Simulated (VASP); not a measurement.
# PtSe2 (Sudovikovite) (P-3m1) in VASP: settings compared

PtSe2 (Sudovikovite) is run at these levels: RPBE+D3(BJ), PBEsol, r2SCAN; tasks: single point.

Everything below comes from runs of VASP 6.6.1. Logs are shortened: lines on timing, memory, paths and dates and some standing lists are left out, and cuts for length are marked.

**1. The cell of the first run**

Symmetry: P-3m1, No. 164, trigonal system. The conventional cell has a = 3.773 Å, b = 3.773 Å, c = 5.129 Å, α = 90.00°, β = 90.00°, γ = 120.00°. Within 3.3 Å of Pt (site symmetry -3m) lie 6 Se at 2.53 Å. Se (site symmetry 3m) has 3 Pt at 2.53 Å within 3.3 Å.

**2. Single point, RPBE+D3(BJ)**

INCAR reads:

```
SYSTEM = PtSe2
  PREC = Accurate
  ENCUT = 520
  EDIFF = 1E-6
  ISMEAR = -1
  SIGMA = 0.05
  LREAL = .FALSE.
  LASPH = .TRUE.
  NELM = 60
  ALGO = Normal
  ISIF = 2
  LWAVE = .FALSE.
  LCHARG = .FALSE.
  GGA = RP
  IVDW = 12
  NBANDS = 18
```

KPOINTS reads:

```
regular mesh
0
G
  8 8 5
  0 0 0
```

POSCAR reads:

```
PtSe2
1.0
    3.7730056198      0.0000000000      0.0000000000
   -1.8865028099      3.2675187154      0.0000000000
    0.0000000000      0.0000000000      5.1286129021
Pt Se
1 2
Direct
    0.0000000000      0.0000000000      0.0000000000
    0.6666666667      0.3333333333      0.7500000000
    0.3333333333      0.6666666667      0.2500000000
```

Potentials or basis: VASP PAW PBE potentials, release 64 (Pt, Se).

The run is started by

```bash
> cat potpaw_PBE.64/Pt/POTCAR potpaw_PBE.64/Se/POTCAR > POTCAR
> mpirun -np 1 vasp_std > vasp.out
```

OUTCAR:

```text
SYSTEM = PtSe2
   PREC = Accurate
   ENCUT = 520
   EDIFF = 1E-6
   ISMEAR = -1
   LREAL = .FALSE.
   LASPH = .TRUE.
   NELM = 60
   ISIF = 2
   GGA = RP
   IVDW = 12
 IVDW          = 12

 ion  position               nearest neighbor table
   1  0.000  0.000  0.000-   2 2.53   3 2.53   2 2.53   3 2.53   2 2.53   3 2.53
   2  0.667  0.333  0.750-   1 2.53   1 2.53   1 2.53
   3  0.333  0.667  0.250-   1 2.53   1 2.53   1 2.53

  LATTYP: Found a hexagonal cell.
 ALAT       =     3.7730056198
 C/A-ratio  =     1.3592910849

  Lattice vectors:

 A1 = (   3.7730056198,   0.0000000000,   0.0000000000)
 A2 = (  -1.8865028099,   3.2675187154,   0.0000000000)
 A3 = (   0.0000000000,   0.0000000000,   5.1286129021)

Analysis of symmetry for initial positions (statically):
=====================================================================
 Subroutine PRICEL returns:
 Original cell was already a primitive cell.

 Routine SETGRP: Setting up the symmetry group for a
 hexagonal supercell.

 Subroutine GETGRP returns: Found 12 space group operations
 (whereof 12 operations were pure point group operations)
 out of a pool of 24 trial point group operations.

The static configuration has the point symmetry D_3d.

Analysis of symmetry for dynamics (positions and initial velocities):
=====================================================================
 Subroutine PRICEL returns:
 Original cell was already a primitive cell.

 Routine SETGRP: Setting up the symmetry group for a
 hexagonal supercell.

 Subroutine GETGRP returns: Found 12 space group operations
 (whereof 12 operations were pure point group operations)
 out of a pool of 24 trial point group operations.

The dynamic configuration has the point symmetry D_3d.

 Subroutine INISYM returns: Found 12 space group operations
 (whereof 12 operations are pure point group operations),
 and found     1 'primitive' translations

----------------------------------------------------------------------------------------

                                     Primitive cell

  volume of cell :      63.2274

  direct lattice vectors                    reciprocal lattice vectors
     3.773005620  0.000000000  0.000000000     0.265040687  0.153021312  0.000000000
    -1.886502810  3.267518715  0.000000000     0.000000000  0.306042624  0.000000000
     0.000000000  0.000000000  5.128612902     0.000000000  0.000000000  0.194984496

  length of vectors
     3.773005620  3.773005620  5.128612902     0.306042624  0.306042624  0.194984496

  position of ions in fractional coordinates (direct lattice)
     0.000000000  0.000000000  0.000000000
     0.666666667  0.333333333  0.750000000
     0.333333333  0.666666667  0.250000000

  ion indices of the primitive-cell ions
   primitive index   ion index
                 1           1
                 2           2
                 3           3

----------------------------------------------------------------------------------------

 KPOINTS: regular mesh

Automatic generation of k-mesh.
 Grid dimensions read from file:
 generate k-points for:    8    8    5

 Generating k-lattice:

  Cartesian coordinates                     Fractional coordinates (reciprocal lattice)
     0.033130086  0.019127664  0.000000000     0.125000000 -0.000000000  0.000000000
     0.000000000  0.038255328  0.000000000     0.000000000  0.125000000  0.000000000
     0.000000000  0.000000000  0.038996899     0.000000000  0.000000000  0.200000000

  Length of vectors
     0.038255328  0.038255328  0.038996899

  Shift w.r.t. Gamma in fractional coordinates (k-lattice)
     0.000000000  0.000000000  0.000000000

 Subroutine IBZKPT returns following result:
 ===========================================

 Found     40 irreducible k-points:

 Following reciprocal coordinates:
            Coordinates               Weight
  0.000000  0.000000  0.000000      1.000000
  0.125000 -0.000000  0.000000      6.000000
  0.250000 -0.000000  0.000000      6.000000
  0.375000 -0.000000  0.000000      6.000000
  0.500000 -0.000000  0.000000      3.000000
  0.125000  0.125000  0.000000      6.000000
[... 16 lines left out ...]
 -0.125000  0.500000  0.200000     12.000000
  0.250000  0.250000  0.200000     12.000000
 [... further k-points ...]
   k-points           NKPTS =     40   k-points in BZ     NKDIM =     40   number of bands    NBANDS=     18
   number of dos      NEDOS =    301   number of ions     NIONS =      3
   total plane-waves  NPLWV =  31360
   dimension x,y,z NGX =    28 NGY =   28 NGZ =   40
   dimension x,y,z NGXF=    56 NGYF=   56 NGZF=   80
   ions per type =               1   2
   NGX,Y,Z   is equivalent  to a cutoff of  12.34, 12.34, 12.97 a.u.
   NGXF,Y,Z  is equivalent  to a cutoff of  24.67, 24.67, 25.93 a.u.
 SYSTEM =  PtSe2
   PREC   = accura    normal or accurate (medium, high low for compatibility)
   ISTART =      0    job   : 0-new  1-cont  2-samecut
   ICHARG =      2    charge: 1-file 2-atom 10-const
   ISPIN  =      1    spin polarized calculation?
   LNONCOLLINEAR =      F non collinear calculations
   LSORBIT =      F    spin-orbit coupling
   LASPH  =      T    aspherical Exc in radial PAW
   ENCUT  =  520.0 eV  38.22 Ry    6.18 a.u.   7.02  7.02  9.54*2*pi/ulx,y,z
   NELM   =     60;   NELMIN=  2; NELMDL= -5     # of ELM steps
   EDIFF  = 0.1E-05   stopping-criterion for ELM
   LREAL  =      F    real-space projection
   EDIFFG = 0.1E-04   stopping-criterion for IOM
   NSW    =      0    number of steps for IOM
   IBRION =     -1    ionic relax: 0-MD 1-quasi-New 2-CG
   NFREE  =      0    steps in history (QN), initial steepest desc. (CG)
   ISIF   =      2    stress and relaxation
   ISYM   =      2    0-nonsym 1-usesym 2-fastsym
   POTIM  = 0.5000    time-step for ionic-motion
   TEBEG  =    0.0;   TEEND  =   0.0 temperature during run
   PSTRESS=    0.0 pullay stress
   NELECT =      22.0000    total number of electrons
   NUPDOWN=      -1.0000    fix difference up-down
   EMIN   =  10.00;   EMAX   =-10.00  energy-range for DOS
   EFERMI =   0.00;   METHOD = LEGACY
   ISMEAR =    -1;   SIGMA  =   0.05  broadening in eV -4-tet -1-fermi 0-gaus
   EFERMI_NEDOS =   21; number of points for ismear=-14 and -15
   IALGO  =     38    algorithm
   IMIX   =      4    mixing-type and parameters
     AMIX     =   0.40;   BMIX     =  1.00
     AMIX_MAG =   1.60;   BMIX_MAG =  1.00
  volume/ion in A,a.u.               =      21.08       142.23
  Fermi-wavevector in a.u.,A,eV,Ry     =   1.151456  2.175936 18.039288  1.325850
  Thomas-Fermi vector in A             =   2.288113
   LORBIT       =      0    0 simple, 1 ext, 2 COOP (PROOUT), +10 PAW based schemes
   GGA     = RP    functional components
   LHFCALC =     F    Hartree Fock is set to
   AEXX    =    0.0000 exact exchange contribution
   IVDW    =    12    specifies the selected vdW correction
   LEPSILON=     F    determine dielectric tensor
   LRPA    =     F    only Hartree local field effects (RPA)
 non-spin polarized calculation
  energy-cutoff  :      520.00
  volume of cell :       63.23
 maximum number of plane-waves:      1717
   NGX = 13   NGY = 13   NGZ = 19

 number of electron      21.9999997 magnetization

 Free energy of the ion-electron system (eV)
  ---------------------------------------------------
  ext. energy  EPLUGINS =         0.00000000
  ---------------------------------------------------
  free energy    TOTEN  =       -12.87987717 eV

  energy without entropy =      -12.87499838  energy(sigma->0) =      -12.87743777

 E-fermi :   6.1516     XC(G=0): -10.3119

 val. band max:        6.1192063755   @ k =   0.0000   0.1250   0.2000
 cond. band min:       6.2359399795   @ k =  -0.1250   0.3750   0.2000
 fundamental gap:      0.1167336041
 Fermi energy:         6.1515924260

 k-point     1 :       0.0000    0.0000    0.0000
  band No.  band energies     occupation
      1      -9.2345      2.00000
      2      -6.6388      2.00000
      3      -0.7408      2.00000
      4      -0.0684      2.00000
      5      -0.0684      2.00000
      6       2.2852      2.00000
[... 10 lines left out ...]
     17      13.4222      0.00000
     18      17.8144      0.00000

 k-point     2 :       0.1250   -0.0000    0.0000
  band No.  band energies     occupation
      1      -9.0716      2.00000
      2      -6.7062      2.00000
      3      -0.5443      2.00000
      4       0.0368      2.00000
      5       0.0501      2.00000
      6       2.0448      2.00000
[... 10 lines left out ...]
     17      13.9320      0.00000
     18      15.9264      0.00000

 k-point     3 :       0.2500   -0.0000    0.0000
  band No.  band energies     occupation
      1      -8.6235      2.00000
      2      -6.8816      2.00000
      3      -0.0776      2.00000
      4       0.2918      2.00000
      5       0.4223      2.00000
      6       1.1204      2.00000
[... 10 lines left out ...]
     17      14.4153      0.00000
     18      14.5003      0.00000

 k-point     4 :       0.3750   -0.0000    0.0000
  band No.  band energies     occupation
      1      -8.0252      2.00000
      2      -7.1268      2.00000
      3      -0.4258      2.00000
      4       0.5064      2.00000
      5       0.7731      2.00000
      6       1.2937      2.00000
[... 375 lines left out ...]
      4       0.3816      2.00000
      5       1.1647      2.00000
      6       1.2115      2.00000
[... 10 lines left out ...]
     17      15.1055      0.00000
     18      15.5576      0.00000

 k-point    23 :      -0.1250    0.5000    0.2000
  band No.  band energies     occupation
      1      -7.7091      2.00000
      2      -7.2114      2.00000
      3      -0.8269      2.00000
      4       0.2371      2.00000
      5       0.7712      2.00000
      6       1.8295      2.00000
[... 10 lines left out ...]
     17      15.3017      0.00000
     18      15.9248      0.00000

 k-point    24 :       0.2500    0.2500    0.2000
  band No.  band energies     occupation
      1      -7.7035      2.00000
      2      -7.2292      2.00000
      3      -0.3363      2.00000
      4       0.1686      2.00000
      5       0.5914      2.00000
      6       1.3537      2.00000
[... 10 lines left out ...]
     17      14.5886      0.00000
     18      15.0508      0.00000

 [... further k-points ...]

------------------------ aborting loop because EDIFF is reached ----------------------------------------

 Edisp (eV)   -6.01171

 E8    (eV) :    -3.7671

  FORCE on cell =-STRESS in cart. coord.  units (eV):
  Direction    XX          YY          ZZ          XY          YZ          ZX
  --------------------------------------------------------------------------------------
  -------------------------------------------------------------------------------------
  Total      -5.82171    -5.82171    -4.93475     0.00000     0.00000     0.00000
  in kB    -147.52162  -147.52162  -125.04621     0.00000     0.00000     0.00000
  external pressure =     -140.03 kB  Pullay stress =        0.00 kB

 VOLUME and BASIS-vectors are now :
 -----------------------------------------------------------------------------
  energy-cutoff  :      520.00
  volume of cell :       63.23
      direct lattice vectors                 reciprocal lattice vectors
     3.773005620  0.000000000  0.000000000     0.265040687  0.153021312  0.000000000
    -1.886502810  3.267518715  0.000000000     0.000000000  0.306042624  0.000000000
     0.000000000  0.000000000  5.128612902     0.000000000  0.000000000  0.194984496

 POSITION                                       TOTAL-FORCE (eV/Angst)
 -----------------------------------------------------------------------------------
      0.00000      0.00000      0.00000         0.000000      0.000000      0.000000
      1.88650      1.08917      3.84646        -0.000000     -0.000000      0.215540
     -0.00000      2.17835      1.28215        -0.000000      0.000000     -0.215540
 -----------------------------------------------------------------------------------
    total drift:                               -0.000000     -0.000000     -0.000000

  FREE ENERGIE OF THE ION-ELECTRON SYSTEM (eV)
  ---------------------------------------------------
  free  energy   TOTEN  =       -18.8915842724 eV

  energy  without entropy=      -18.8867054813  energy(sigma->0) =      -18.88914488
```

It took 34 s on 1 thread of Intel Xeon Platinum 8488C (Sapphire Rapids), shared host; peak memory 0.21 GiB.

What came out:

* Free energy: -18.8916 eV
* Pressure: -14.0 GPa
* Largest force: 0.216 eV/Å
* Band gap on the k mesh: zero (band 11 reaches 6.49 eV, above the bottom of band 12 at 6.24 eV)
* Dispersion energy per atom: -2.004 eV

Forces in eV/Å, atoms in the order of the input:
```
Pt   0.000  0.000  0.000
Se   0.000  0.000  0.216
Se   0.000  0.000 -0.216
```

Levels at points of the mesh, in eV from the Fermi level:
```tsv
k point	band 9	band 10	band 11	band 12	band 13	band 14
(0.00, 0.00, 0.00)	-1.08	-1.08	0.34	1.35	1.35	3.74
(0.50, 0.00, 0.00)	-3.40	-3.32	-2.93	0.62	2.17	4.65
```

Caveat: the PAW data sets were made with another functional, which shifts forces and pressure a little; spin-orbit coupling is left out, which moves the levels of the heavy elements; pairwise dispersion overbinds metals, which lowers pressure and volume.

**3. Single point, PBEsol**

This run uses another cell than the first one, of 21.48 Å³/atom, 1.019 times its volume.

INCAR reads:

```
ALGO = Normal ; EDIFF = 1E-6
ENCUT = 520 ; GGA = PS
ISIF = 2 ; ISMEAR = -1
LASPH = T ; LCHARG = T
LELF = T ; LREAL = F
LVHAR = T ; LWAVE = F
NBANDS = 18 ; NELM = 80
PREC = Accurate ; SIGMA = 0.05
```

KPOINTS reads:

```
k-points
0
Gamma
  8 8 5
```

POSCAR reads:

```
PtSe2
1.0
    3.7970381507      0.0000000000      0.0000000000
   -1.8985190754      3.2883314977      0.0000000000
    0.0000000000      0.0000000000      5.1612801071
Pt Se
1 2
Direct
    0.0000000000      0.0000000000      0.0000000000
    0.6666666667      0.3333333333      0.7500000000
    0.3333333333      0.6666666667      0.2500000000
```

Potentials or basis: VASP PAW PBE potentials, release 64 (Pt, Se).

The run is started by

```bash
> cat potpaw_PBE.64/Pt/POTCAR potpaw_PBE.64/Se/POTCAR > POTCAR
> mpirun -np 1 vasp_std > vasp.out
```

It took 24 s on 1 thread of Intel Xeon Platinum 8488C (Sapphire Rapids), shared host; peak memory 0.2 GiB.

It converged, with:

```
Free energy            : -15.8550 eV
Pressure               : -4.8 GPa
Largest force          : 0.321 eV/Å
Band gap on the k mesh : zero (band 11 reaches 6.00 eV, above the bottom of band 12 at 5.68 eV)
```

Forces in eV/Å, atoms in the order of the input:
```
Pt   0.000  0.000  0.000
Se   0.000  0.000  0.321
Se   0.000  0.000 -0.321
```

Stress tensor (GPa, compression positive):
```
-5.17  0.00  0.00
 0.00 -5.17  0.00
 0.00  0.00 -4.02
```

Levels at points of the mesh, in eV from the Fermi level:
```csv
k point,band 9,band 10,band 11,band 12,band 13,band 14
"(0.00, 0.00, 0.00)",-1.00,-1.00,0.38,1.36,1.36,3.62
"(0.50, 0.00, 0.00)",-3.24,-3.18,-2.84,0.60,2.16,4.55
```

Caveat: the PAW data sets were made with another functional, which shifts forces and pressure a little; spin-orbit coupling is left out, which moves the levels of the heavy elements.

**4. Single point, RPBE+D3(BJ)**

This run uses another cell than the first one, of 21.48 Å³/atom, 1.019 times its volume.

INCAR reads:

```
ALGO     = Normal         # electronic algorithm
EDIFF    = 1E-7           # SCF threshold, eV
ENCUT    = 520            # plane-wave cutoff, eV
GGA      = RP             # functional
ISIF     = 2              # what is computed and relaxed
ISMEAR   = -1             # smearing method
IVDW     = 12             # dispersion correction
LASPH    = T              # aspherical terms in the spheres
LCHARG   = F              # write CHGCAR
LREAL    = F              # projectors in reciprocal space
LWAVE    = F              # write WAVECAR
NBANDS   = 18             # bands
NELM     = 60             # most SCF steps
PREC     = Accurate       # precision mode
SIGMA    = 0.05           # smearing width, eV
```

KPOINTS is that of step 3.

POSCAR is that of step 3.

The run is started by

```bash
> cat potpaw_PBE.64/Pt/POTCAR potpaw_PBE.64/Se/POTCAR > POTCAR
> mpirun -np 1 vasp_std > vasp.out
```

Wall time 31 s (1 thread of Intel Xeon Platinum 8488C (Sapphire Rapids), shared host); peak memory 0.21 GiB.

It converged, with:

```
Free energy                : -18.7794 eV
Pressure                   : -15.6 GPa
Largest force              : 0.441 eV/Å
Band gap on the k mesh     : zero (band 11 reaches 6.23 eV, above the bottom of band 12 at 5.98 eV)
Dispersion energy per atom : -1.958 eV
```

Forces on the atoms (eV/Å):
```
Pt   0.000  0.000  0.000
Se   0.000  0.000  0.441
Se   0.000  0.000 -0.441
```

Stress tensor (GPa, compression positive):
```
-16.57   0.00   0.00
  0.00 -16.57   0.00
  0.00   0.00 -13.61
```

Levels at points of the mesh, in eV from the Fermi level:
| k point | band 9 | band 10 | band 11 | band 12 | band 13 | band 14 |
| --- | --- | --- | --- | --- | --- | --- |
| (0.00, 0.00, 0.00) | -1.05 | -1.05 | 0.33 | 1.33 | 1.33 | 3.79 |
| (0.50, 0.00, 0.00) | -3.30 | -3.23 | -2.87 | 0.61 | 2.11 | 4.60 |

Caveat: the PAW data sets were made with another functional, which shifts forces and pressure a little; spin-orbit coupling is left out, which moves the levels of the heavy elements; pairwise dispersion overbinds metals, which lowers pressure and volume.

**5. Single point, r2SCAN**

This run uses another cell than the first one, of 23.21 Å³/atom, 1.101 times its volume.

POSCAR reads:

```
PtSe2
1.0
    3.7175210813      0.0000000000      0.0000000000
   -1.8587605407      3.2194676955      0.0000000000
    0.0000000000      0.0000000000      5.8189830885
Pt Se
1 2
Direct
    0.0000000000      0.0000000000      0.0000000000
    0.6666666667      0.3333333333      0.7746896066
    0.3333333333      0.6666666667      0.2253103934
```

INCAR.step1 reads:

```
SYSTEM = PtSe2
PREC = Accurate
ENCUT = 520
ISMEAR = -1
SIGMA = 0.05
LREAL = .False.
LASPH = .True.
NELM = 100
NBANDS = 18
GGA = PE
ALGO = Normal
EDIFF = 1E-4
LWAVE = .True.
LCHARG = .False.
```

INCAR.step2 reads:

```
SYSTEM = PtSe2
PREC = Accurate
ENCUT = 520
EDIFF = 1E-6
ISMEAR = -1
SIGMA = 0.05
LREAL = .False.
LASPH = .True.
NELM = 100
ALGO = Normal
ISIF = 2
LWAVE = .False.
LCHARG = .False.
METAGGA = R2SCAN
LMIXTAU = .True.
NBANDS = 18
ISTART = 1
```

KPOINTS reads:

```
Automatic mesh
0
Gamma
  8 8 5
  0 0 0
```

The run is started by

```bash
> cat potpaw_PBE.64/Pt/POTCAR potpaw_PBE.64/Se/POTCAR > POTCAR
> cp INCAR.step1 INCAR
> mpirun -np 1 vasp_std > vasp.out
> cp INCAR.step2 INCAR
> mpirun -np 1 vasp_std > vasp.out
```

It took 2.4 min on 1 thread of Intel Xeon Platinum 8488C (Sapphire Rapids), shared host; peak memory 0.22 GiB.

Results (log left out):

* Free energy: -81.4980 eV
* Pressure: 0.1 GPa
* Largest force: 0.010 eV/Å
* Band gap on the k mesh: 0.67 eV, indirect (least direct gap 1.02 eV)

Forces in eV/Å, atoms in the order of the input:
```
Pt   0.000  0.000  0.000
Se   0.000  0.000 -0.010
Se   0.000  0.000  0.010
```

Levels at points of the mesh, in eV from the valence-band top:
| k point | band 9 | band 10 | band 11 | band 12 | band 13 | band 14 |
| --- | --- | --- | --- | --- | --- | --- |
| (0.00, 0.00, 0.00) | -0.60 | -0.60 | -0.02 | 2.39 | 2.39 | 4.82 |
| (0.50, 0.00, 0.00) | -2.69 | -2.63 | -2.58 | 1.59 | 2.51 | 5.01 |

Caveat: the PAW data sets were made with another functional, which shifts forces and pressure a little; spin-orbit coupling is left out, which moves the levels of the heavy elements.

**6. Summary**

| level | cell | gap on the mesh (eV) | pressure (GPa) | largest force (eV/Å) |
| --- | --- | --- | --- | --- |
| RPBE+D3(BJ) | a = 3.773, b = 3.773, c = 5.129 Å, angles 90.0, 90.0, 120.0°, 3 atoms | none | -14.0 | 0.22 |
| PBEsol | a = 3.797, b = 3.797, c = 5.161 Å, angles 90.0, 90.0, 120.0°, 3 atoms | none | -4.8 | 0.32 |
| RPBE+D3(BJ) | a = 3.797, b = 3.797, c = 5.161 Å, angles 90.0, 90.0, 120.0°, 3 atoms | none | -15.6 | 0.44 |
| r2SCAN | a = 3.718, b = 3.718, c = 5.819 Å, angles 90.0, 90.0, 120.0°, 3 atoms | 0.67 | 0.1 | 0.01 |

Alike in all rows: task single point; potentials or basis VASP PAW PBE potentials, release 64 (Pt, Se); no spin polarisation; k mesh 8 × 8 × 5; cutoff (eV) 520; smearing fermi-dirac 0.05 eV.

Caveats: the PAW data sets were made with another functional, which shifts forces and pressure a little; spin-orbit coupling is left out, which moves the levels of the heavy elements; pairwise dispersion overbinds metals, which lowers pressure and volume (some runs).

Absolute energies hang on the potentials; compare differences alone.
